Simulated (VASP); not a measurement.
Write the native input for VASP 6.6.1 that does the following.

| Quantity | Value |
| --- | --- |
| Task | single point |
| Functional | PBEsol |
| Potentials or basis | VASP PAW PBE potentials, release 64 (Mg, O) |
| Cutoff | 520 eV |
| k mesh | 9 × 9 × 2 |
| Occupations | gaussian, width 0.05 eV |
| Spin | no spin polarisation |
| Dipole correction | no |
| Further INCAR settings | ALGO = Normal; EDIFF = 1e-06; NBANDS = 36 |

The structure of MgO lies in POSCAR:

```
MgO
1.0
    2.1075959645     -2.1075959645      0.0000000000
    2.1075959645      0.0000000000     -2.1075959645
    9.7353024592      8.8922640734      8.0492256876
Mg O
6 6
Direct
    1.0000000000     -0.1422087298      0.3555218244
    0.3333333333      0.2543284835      0.1975121247
    0.6666666667      0.4612540570      0.5135315242
    1.0000000000      0.6681796305      0.8295509237
    0.3333333333      0.0647168438      0.6715412239
    0.6666666667      0.6508656967      0.0395024249
    0.6666666667      0.5560598768      0.2765169746
    0.0000000000     -0.0474029099      0.1185072748
    0.3333333333      0.1595226636      0.4345266743
    0.6666666667      0.3664482371      0.7505460738
    1.0000000000      0.7629854504      0.5925363741
    0.3333333333     -0.0300889761      0.9085557736
```

This cell differs from its parent crystal: the part above a cut slid along it.

These files were run (other wordings do the same):

INCAR

```
PREC     = Accurate       # precision mode
ENCUT    = 520            # plane-wave cutoff, eV
EDIFF    = 1E-6           # SCF threshold, eV
ISMEAR   = 0              # smearing method
SIGMA    = 0.05           # smearing width, eV
LREAL    = False          # projectors in reciprocal space
LASPH    = True           # aspherical terms in the spheres
NELM     = 60             # most SCF steps
ALGO     = Normal         # electronic algorithm
ISIF     = 2              # what is computed and relaxed
LWAVE    = False          # write WAVECAR
LCHARG   = False          # write CHGCAR
GGA      = PS             # functional
NBANDS   = 36             # bands
```

KPOINTS

```
regular mesh
0
Gamma
  9 9 2
```

Potentials or basis: VASP PAW PBE potentials, release 64 (Mg, O).

The run is started by

```console
$ cat potpaw_PBE.64/Mg/POTCAR potpaw_PBE.64/O/POTCAR > POTCAR
$ mpirun -np 1 vasp_std > vasp.out
```

It gave:

```json
{
 "Pressure": "-2.8 GPa",
 "Largest force": "3.301 eV/Å",
 "Band gap on the k mesh": "0.15 eV"
}
```

Caveat: the cell differs from its parent crystal (the part above a cut slid along it); semilocal functionals underestimate gaps, and a narrow one can read as zero; the PAW data sets were made with another functional, which shifts forces and pressure a little.

Wall time 4.1 min on 1 thread of Oxide Virtual Turin-like Processor, on a shared host, peak memory 0.38 GiB.
